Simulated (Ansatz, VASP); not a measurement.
## NaI: VASP beside Ansatz

INCAR

```
ALGO = Normal
EDIFF = 1E-6
ENCUT = 520
GGA = PE
GGA_COMPAT = F
ISIF = 2
ISMEAR = -1
LASPH = T
LCHARG = F
LNONCOLLINEAR = T
LORBIT = 11
LORBMOM = T
LREAL = F
LSORBIT = T
LWAVE = F
MAGMOM = 0 0 0 0 0 0
NBANDS = 26
NELM = 150
PREC = Accurate
SIGMA = 0.05
```

The input KPOINTS:

```
k-points
0
Gamma
  10 10 10
```

POSCAR

```
NaI
1.0
    0.0000000000      3.5813786338      3.5813786338
    3.5813786338      0.0000000000      3.5813786338
    3.5813786338      3.5813786338      0.0000000000
Na I
1 1
Direct
    0.0000000000      0.0000000000      0.0000000000
    0.2500000000      0.2500000000      0.2500000000
```

Input for Ansatz:

```yaml
crystal:
  lattice:
    - [0.0, 3.5813786338, 3.5813786338]
    - [3.5813786338, 0.0, 3.5813786338]
    - [3.5813786338, 3.5813786338, 0.0]
  atoms:
    - { symbol: Na, position: [0.0, 0.0, 0.0] }
    - { symbol: I, position: [0.25, 0.25, 0.25] }
kpoints:
  mp_grid: { grid: [10, 10, 10] }
  band_path:
    path:
      - [0.0, 0.0, 0.0]
      - [-0.5, -0.5, 0.0]
      - [-0.375, -0.375, 0.25]
      - [-0.375, 0.0, 0.375]
      - [0.0, 0.0, 0.0]
      - [0.0, 0.0, 0.5]
      - [-0.5, -0.25, 0.25]
      - [-0.5, -0.5, 0.0]
    npoints: 5
scf:
  occupations: { method: fermi_dirac, width: 0.05 }
hamiltonian:
  xc: pbe
  pseudopotentials: { kind: all_electron, lapw: { basis_error: 0.001 } }
output:
  forces: true
  stress: true
  eigenvalues: true
magnetization:
  noncollinear: true
  spin_orbit: true
```

Alike in both runs: task single point; functional PBE; k mesh 10 × 10 × 10; occupations fermi-dirac, width 0.05 eV; non-collinear spin, spin-orbit coupling.

```csv
,VASP,Ansatz
version,VASP 6.6.1,Ansatz 0.2.0
potentials or method,"VASP PAW PBE potentials, release 64 (Na_pv, I), cutoff 520 eV",all-electron LAPW
```

```csv
,VASP,Ansatz,Ansatz less VASP
pressure (GPa),0.0,0.0,-0.01
net moment per atom (μB),0.00,0.00,0.000
```

Ansatz ran all-electron here, and VASP with PAW potentials.
